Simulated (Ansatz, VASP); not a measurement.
**BN: VASP beside Ansatz**

```xyz
4
Lattice="2.5100 0.0000 0.0000 -1.2550 2.1737 0.0000 0.0000 0.0000 6.6900" Properties=species:S:1:pos:R:3 pbc="T T T"
B     0.0000    0.0000    3.3450
B     0.0000    1.4491    0.0000
N    -0.0354   -0.0354    0.0000
N     1.2196    0.6892    3.3450
```

Change from the starting cell: all N atoms moved -0.050 Å, as atom 3 along Cartesian [1 1 0].

Alike in both runs: task single point; functional PBE; dispersion D3(BJ); k mesh 12 × 12 × 4; occupations gaussian, width 0.05 eV; no spin polarisation.

```csv
,VASP,Ansatz
version,VASP 6.6.1,Ansatz 0.2.0
potentials or method,"VASP PAW PBE potentials, release 64 (B, N), cutoff 520 eV","scalar-relativistic, plane waves, PAW"
valence electrons in the cell,16,16
```

Ansatz gave:

```
gap on the k mesh at the Fermi level (eV)                     : 4.05
least direct gap on the mesh (eV)                             : 4.46
pressure (GPa)                                                : -0.2
traceless stress, the component that is largest in VASP (GPa) : 4.15
rms of the force components (eV/Å)                            : 1.243
```

**Question.** Which values does VASP return?

**Answer.** gap on the k mesh at the Fermi level (eV): 4.04; least direct gap on the mesh (eV): 4.45; pressure (GPa): -0.2; traceless stress, the component that is largest in VASP (GPa): 4.15; rms of the force components (eV/Å): 1.240.

Atom by atom the forces differ by 0.004 eV/Å (rms over components).
